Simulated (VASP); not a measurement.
Ni: single point with PBE

The system is Ni.

```
Ni
1.0
     0.00000    1.77240    1.77240
     1.77240    0.00000    1.77240
     1.77240    1.77240    0.00000
Ni
1
Direct
  0.00000 0.00000 0.00000
```

```yaml
Program: VASP 6.6.1
Task: single point
Functional: PBE
Potentials_or_basis: VASP PAW PBE potentials, release 64 (Ni)
Cutoff: 520 eV
k_mesh: 15 × 15 × 15
Occupations: fermi-dirac, width 0.05 eV
Spin: collinear spin, ferromagnetic start
Starting_moments: "[1.46] μB"
Fixed_moment: 1.46 μB
```

```
Pressure                                              : 6.1 GPa
Net moment                                            : 1.46 μB per cell
Site moments                                          : Ni +1.40 μB
Valence electrons inside the program's atomic spheres : Ni 9.23
```

Wall time 21 s on 1 thread of Intel(R) Xeon(R) 6975P-C (Granite Rapids), with other jobs on the host, peak memory 0.15 GiB.

Caveat: the total moment is fixed, so each spin has its own Fermi level.
